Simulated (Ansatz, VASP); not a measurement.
Two plane-wave programs on Pt

```
CELL_PARAMETERS angstrom
2.80729 0.00000 0.00000
0.00000 2.80729 0.00000
0.00000 0.00000 24.92528
ATOMIC_POSITIONS crystal
Pt 0.50000 0.50000 0.30333
Pt 0.00000 0.00000 0.38105
Pt 0.50000 0.50000 0.46026
Pt 0.00000 0.00000 0.53974
Pt 0.50000 0.50000 0.61895
Pt 0.00000 0.00000 0.69667
```

Alike in both runs: functional PBE; k mesh 12 × 12 × 1; occupations gaussian, width 0.1 eV; no spin polarisation.

Ansatz relaxed the structure, and its values are those at the end. VASP's run is a single point on that final structure, the one shown.

```csv
,VASP,Ansatz
version,VASP 6.6.1,Ansatz 0.2.0
potentials or method,"VASP PAW PBE potentials, release 64 (Pt), cutoff 520 eV","scalar-relativistic, plane waves, PAW"
valence electrons in the cell,60,108
```

Ansatz gave:

```
gap on the k mesh at the Fermi level (eV) : none
rms of the force components (eV/Å)        : 0.001
```

**Question.** What did VASP give for the same quantities?

**Answer.** gap on the k mesh at the Fermi level (eV): none; rms of the force components (eV/Å): 0.006.

A gap of «none» marks a metal or a gap that the smearing closes. The functional is the same, so the differences come from potentials, cutoffs and numerics. VASP's potentials hold 60 valence electrons a cell and Ansatz's 108, so a difference there can come from the potentials and not from the codes.

Spin-orbit coupling is off throughout.
